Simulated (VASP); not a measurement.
Input of a VASP 6.6.1 run:

INCAR

```
SYSTEM = La2O
ALGO = Normal ; EDIFF = 1E-6
ENCUT = 520 ; GGA = PE
ISIF = 2 ; ISMEAR = 0
LASPH = .True. ; LCHARG = .False.
LREAL = .False. ; LWAVE = .False.
NBANDS = 37 ; NELM = 60
PREC = Accurate ; SIGMA = 0.1
```

File KPOINTS:

```
k-points
0
Gamma
  8 8 4
  0 0 0
```

Contents of POSCAR:

```
La2O
1.0
    4.2625515846      0.0000000000      0.0000000000
    0.0000000000      4.2625515846      0.0000000000
    0.0000000000      0.0000000000      9.4856381023
La O
4 2
Direct
    0.5000000000      0.0000000000      0.8824690463
    0.0000000000      0.5000000000      0.1175309537
    0.5000000000      0.0000000000      0.4265860958
    0.0000000000      0.5000000000      0.5734139042
    0.5000000000      0.5000000000      0.0000000000
    0.0000000000      0.0000000000      0.0000000000
```

Potentials or basis: VASP PAW PBE potentials, release 64 (La, O).

Command:

```bash
$ cat potpaw_PBE.64/La/POTCAR potpaw_PBE.64/O/POTCAR > POTCAR
$ mpirun -np 1 vasp_std > vasp.out
```

(1) Estimate the band gap on the k mesh.

(2) Predict the pressure.

## Answers

(1) zero (bands 28 and 29 overlap by 0.33 eV).

(2) -0.1 GPa.

Caveat: spin-orbit coupling is left out, which moves the levels of the heavy elements.
